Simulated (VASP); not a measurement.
# Nb (I4/mmm) in VASP: notebook

The runs below take Nb through single point, with PBEsol.

Everything below comes from runs of VASP 6.6.1. Logs are shortened: lines on timing, memory, paths and dates and some standing lists are left out, and cuts for length are marked.

### Step 1. The cell of the first run

It takes space group I4/mmm (No. 139, tetragonal). The conventional cell has a = 3.378 Å, b = 3.378 Å, c = 3.278 Å, α = 90.00°, β = 90.00°, γ = 90.00°. Within 3.8 Å of Nb (site symmetry 4/mmm) lie 14 Nb at 2.90 to 3.38 Å.

### Step 2. Single point, PBEsol (strain +0.015 along x and y, -0.015 along z)

Input file INCAR:

```
ALGO = Fast
EDIFF = 1E-7
ENCUT = 520
GGA = PS
ISIF = 2
ISMEAR = 0
LASPH = T
LCHARG = F
LREAL = F
LWAVE = F
NBANDS = 12
NELM = 60
PREC = Accurate
SIGMA = 0.15
```

Input file KPOINTS:

```
k-points
0
Gamma
  20 20 20
```

Input file POSCAR:

```
Nb
1.0
   -1.6889092500      1.6889092500      1.6389907500
    1.6889092500     -1.6889092500      1.6389907500
    1.6889092500      1.6889092500     -1.6389907500
Nb
1
Direct
    0.0000000000      0.0000000000      0.0000000000
```

Potentials or basis: VASP PAW PBE potentials, release 64 (Nb_sv).

Command:

```sh
$ cat potpaw_PBE.64/Nb_sv/POTCAR > POTCAR
$ mpirun -np 1 vasp_std > vasp.out
```

OUTCAR:

```text
EDIFF = 1E-7
   ENCUT = 520
   GGA = PS
   ISIF = 2
   ISMEAR = 0
   LASPH = T
   LREAL = F
   NELM = 60
   PREC = Accurate

 ion  position               nearest neighbor table
   1  0.000  0.000  0.000-

  LATTYP: Found a body centered tetragonal cell.
 ALAT       =     3.3778185000
 C/A-ratio  =     0.9704433498

  Lattice vectors:

 A1 = (  -1.6889092500,   1.6889092500,   1.6389907500)
 A2 = (   1.6889092500,  -1.6889092500,   1.6389907500)
 A3 = (   1.6889092500,   1.6889092500,  -1.6389907500)

Analysis of symmetry for initial positions (statically):
=====================================================================
 Subroutine PRICEL returns:
 Original cell was already a primitive cell.

 Routine SETGRP: Setting up the symmetry group for a
 body centered tetragonal supercell.

 Subroutine GETGRP returns: Found 16 space group operations
 (whereof 16 operations were pure point group operations)
 out of a pool of 16 trial point group operations.

The static configuration has the point symmetry D_4h.

Analysis of symmetry for dynamics (positions and initial velocities):
=====================================================================
 Subroutine PRICEL returns:
 Original cell was already a primitive cell.

 Routine SETGRP: Setting up the symmetry group for a
 body centered tetragonal supercell.

 Subroutine GETGRP returns: Found 16 space group operations
 (whereof 16 operations were pure point group operations)
 out of a pool of 16 trial point group operations.

The dynamic configuration has the point symmetry D_4h.

 Subroutine INISYM returns: Found 16 space group operations
 (whereof 16 operations are pure point group operations),
 and found     1 'primitive' translations

----------------------------------------------------------------------------------------

                                     Primitive cell

  volume of cell :      18.7003

  direct lattice vectors                    reciprocal lattice vectors
    -1.688909250  1.688909250  1.638990750     0.000000000  0.296049062  0.305065785
     1.688909250 -1.688909250  1.638990750     0.296049062  0.000000000  0.305065785
     1.688909250  1.688909250 -1.638990750     0.296049062  0.296049062  0.000000000

  length of vectors
     2.896742928  2.896742928  2.896742928     0.425100201  0.425100201  0.418676599

  position of ions in fractional coordinates (direct lattice)
     0.000000000  0.000000000  0.000000000

  ion indices of the primitive-cell ions
   primitive index   ion index
                 1           1

----------------------------------------------------------------------------------------

 KPOINTS: k-points

Automatic generation of k-mesh.
 Grid dimensions read from file:
 generate k-points for:   20   20   20

 Generating k-lattice:

  Cartesian coordinates                     Fractional coordinates (reciprocal lattice)
     0.000000000  0.014802453  0.015253289     0.050000000  0.000000000 -0.000000000
     0.014802453  0.000000000  0.015253289     0.000000000  0.050000000 -0.000000000
     0.014802453  0.014802453  0.000000000     0.000000000  0.000000000  0.050000000

  Length of vectors
     0.021255010  0.021255010  0.020933830

  Shift w.r.t. Gamma in fractional coordinates (k-lattice)
     0.000000000  0.000000000  0.000000000

 Subroutine IBZKPT returns following result:
 ===========================================

 Found    641 irreducible k-points:

 Following reciprocal coordinates:
            Coordinates               Weight
  0.000000  0.000000  0.000000      1.000000
  0.050000  0.000000 -0.000000      8.000000
  0.100000  0.000000 -0.000000      8.000000
  0.150000  0.000000 -0.000000      8.000000
  0.200000  0.000000 -0.000000      8.000000
  0.250000  0.000000 -0.000000      8.000000
[... 16 lines left out ...]
 -0.400000  0.050000  0.000000     16.000000
 -0.350000  0.050000  0.000000     16.000000
 [... further k-points ...]
   k-points           NKPTS =    641   k-points in BZ     NKDIM =    641   number of bands    NBANDS=     12
   number of dos      NEDOS =    301   number of ions     NIONS =      1
   total plane-waves  NPLWV =  13824
   dimension x,y,z NGX =    24 NGY =   24 NGZ =   24
   dimension x,y,z NGXF=    48 NGYF=   48 NGZF=   48
   ions per type =               1
   NGX,Y,Z   is equivalent  to a cutoff of  13.77, 13.77, 13.77 a.u.
   NGXF,Y,Z  is equivalent  to a cutoff of  27.55, 27.55, 27.55 a.u.
 SYSTEM =  unknown system
   PREC   = accura    normal or accurate (medium, high low for compatibility)
   ISTART =      0    job   : 0-new  1-cont  2-samecut
   ICHARG =      2    charge: 1-file 2-atom 10-const
   ISPIN  =      1    spin polarized calculation?
   LNONCOLLINEAR =      F non collinear calculations
   LSORBIT =      F    spin-orbit coupling
   LASPH  =      T    aspherical Exc in radial PAW
   ENCUT  =  520.0 eV  38.22 Ry    6.18 a.u.   5.39  5.39  5.39*2*pi/ulx,y,z
   NELM   =     60;   NELMIN=  2; NELMDL= -5     # of ELM steps
   EDIFF  = 0.1E-06   stopping-criterion for ELM
   LREAL  =      F    real-space projection
   EDIFFG = 0.1E-05   stopping-criterion for IOM
   NSW    =      0    number of steps for IOM
   IBRION =     -1    ionic relax: 0-MD 1-quasi-New 2-CG
   NFREE  =      0    steps in history (QN), initial steepest desc. (CG)
   ISIF   =      2    stress and relaxation
   ISYM   =      2    0-nonsym 1-usesym 2-fastsym
   POTIM  = 0.5000    time-step for ionic-motion
   TEBEG  =    0.0;   TEEND  =   0.0 temperature during run
   PSTRESS=    0.0 pullay stress
   NELECT =      13.0000    total number of electrons
   NUPDOWN=      -1.0000    fix difference up-down
   EMIN   =  10.00;   EMAX   =-10.00  energy-range for DOS
   EFERMI =   0.00;   METHOD = LEGACY
   ISMEAR =     0;   SIGMA  =   0.15  broadening in eV -4-tet -1-fermi 0-gaus
   EFERMI_NEDOS =   21; number of points for ismear=-14 and -15
   IALGO  =     68    algorithm
   IMIX   =      4    mixing-type and parameters
     AMIX     =   0.40;   BMIX     =  1.00
     AMIX_MAG =   1.60;   BMIX_MAG =  1.00
  volume/ion in A,a.u.               =      18.70       126.20
  Fermi-wavevector in a.u.,A,eV,Ry     =   1.450239  2.740554 28.615679  2.103193
  Thomas-Fermi vector in A             =   2.567874
   LORBIT       =      0    0 simple, 1 ext, 2 COOP (PROOUT), +10 PAW based schemes
   GGA     = PS    functional components
   LHFCALC =     F    Hartree Fock is set to
   AEXX    =    0.0000 exact exchange contribution
   IVDW    =     0    specifies the selected vdW correction
   LEPSILON=     F    determine dielectric tensor
   LRPA    =     F    only Hartree local field effects (RPA)
 non-spin polarized calculation
 RMM-DIIS sequential band-by-band and
 Gauss-broadening in eV      SIGMA  =   0.15
  energy-cutoff  :      520.00
  volume of cell :       18.70
 maximum number of plane-waves:       518
 NGX is ok and might be reduce to    24
   NGX = 11   NGY = 11   NGZ = 11

 number of electron      12.9999999 magnetization

 Free energy of the ion-electron system (eV)
  ---------------------------------------------------
  ext. energy  EPLUGINS =         0.00000000
  ---------------------------------------------------
  free energy    TOTEN  =       -10.91482935 eV

  energy without entropy =      -10.89691661  energy(sigma->0) =      -10.90587298

 E-fermi :  10.5372     XC(G=0): -12.4357

 val. band max:       10.5353009896   @ k =  -0.4000  -0.4500   0.0500
 cond. band min:      10.5408751003   @ k =   0.3000   0.1500   0.1500
 fundamental gap:      0.0055741107
 Fermi energy:        10.5371512117

 k-point     1 :       0.0000    0.0000    0.0000
  band No.  band energies     occupation
      1     -43.7887      2.00000
      2     -19.1808      2.00000
      3     -19.1808      2.00000
      4     -19.1795      2.00000
      5       4.6306      2.00000
      6      10.6977      0.13017
      7      11.0217      0.00000
      8      11.0217      0.00000
      9      13.4644      0.00000
     10      13.9020      0.00000
     11      24.4729      0.00000
     12      24.4737      0.00000

 k-point     2 :       0.0500    0.0000   -0.0000
  band No.  band energies     occupation
      1     -43.7836      2.00000
      2     -19.2122      2.00000
      3     -19.1908      2.00000
      4     -19.1807      2.00000
      5       4.7315      2.00000
      6      10.6997      0.12533
      7      11.0043      0.00001
      8      11.0510      0.00000
      9      13.4451      0.00000
     10      13.8296      0.00000
     11      24.6277      0.00000
     12      24.6491      0.00000

 k-point     3 :       0.1000    0.0000   -0.0000
  band No.  band energies     occupation
      1     -43.7686      2.00000
      2     -19.3043      2.00000
      3     -19.2197      2.00000
      4     -19.1823      2.00000
      5       5.0242      2.00000
      6      10.5868      0.63943
      7      10.9363      0.00017
      8      11.2680      0.00000
      9      13.3649      0.00000
     10      13.7075      0.00000
     11      24.9494      0.00000
     12      25.1637      0.00000
[... 286 lines left out ...]
 k-point    23 :      -0.4000    0.0500    0.0000
  band No.  band energies     occupation
      1     -43.6043      2.00000
      2     -20.2213      2.00000
      3     -19.5257      2.00000
      4     -19.2100      2.00000
      5       7.1207      2.00000
      6       9.1233      2.00000
      7      11.2857      0.00000
      8      13.7082      0.00000
      9      14.2157      0.00000
     10      15.4713      0.00000
     11      22.8450      0.00000
     12      23.7702      0.00000

 k-point    24 :      -0.3500    0.0500    0.0000
  band No.  band energies     occupation
      1     -43.6316      2.00000
      2     -20.0780      2.00000
      3     -19.4748      2.00000
      4     -19.2065      2.00000
      5       7.0856      2.00000
      6       9.3357      2.00000
      7      10.7009      0.12269
      8      13.5189      0.00000
      9      14.0481      0.00000
     10      14.5701      0.00000
     11      23.5710      0.00000
     12      24.8764      0.00000

 [... further k-points ...]

------------------------ aborting loop because EDIFF is reached ----------------------------------------

  FORCE on cell =-STRESS in cart. coord.  units (eV):
  Direction    XX          YY          ZZ          XY          YZ          ZX
  --------------------------------------------------------------------------------------
  -------------------------------------------------------------------------------------
  Total       -1.3699850     -1.3699850     -1.0427723      0.0000000     -0.0000000      0.0000000
  in kB     -117.3754521   -117.3754521    -89.3410303      0.0000000     -0.0000000      0.0000000
  external PRESSURE =    -108.0306448 kB  Pullay stress =       0.0000000 kB

 VOLUME and BASIS-vectors are now :
 -----------------------------------------------------------------------------
  energy-cutoff  :      520.00
  volume of cell :       18.70
      direct lattice vectors                 reciprocal lattice vectors
    -1.688909250  1.688909250  1.638990750     0.000000000  0.296049062  0.305065785
     1.688909250 -1.688909250  1.638990750     0.296049062  0.000000000  0.305065785
     1.688909250  1.688909250 -1.638990750     0.296049062  0.296049062  0.000000000

 POSITION                                       TOTAL-FORCE (eV/Angst)
 -----------------------------------------------------------------------------------
      0.00000      0.00000      0.00000         0.000000     -0.000000     -0.000000
 -----------------------------------------------------------------------------------
    total drift:                                0.000000      0.000000      0.000000

  FREE ENERGIE OF THE ION-ELECTRON SYSTEM (eV)
  ---------------------------------------------------
  free  energy   TOTEN  =       -10.9148293506 eV

  energy  without entropy=      -10.8969166090  energy(sigma->0) =      -10.90587298
```

It took 97 s on 1 thread of Intel Xeon 6975P-C (Granite Rapids), shared host; peak memory 0.25 GiB.

Results:

```
Free energy : -10.9148 eV
Pressure    : -10.8 GPa
```

Stress tensor (GPa, compression positive):
```
-11.74   0.00   0.00
  0.00 -11.74   0.00
  0.00   0.00  -8.93
```

Caveat: the cell differs from its parent crystal (strain +0.015 along x and y, -0.015 along z); the PAW data sets were made with another functional, which shifts forces and pressure a little.

(Part 1 of 2 ends here.)
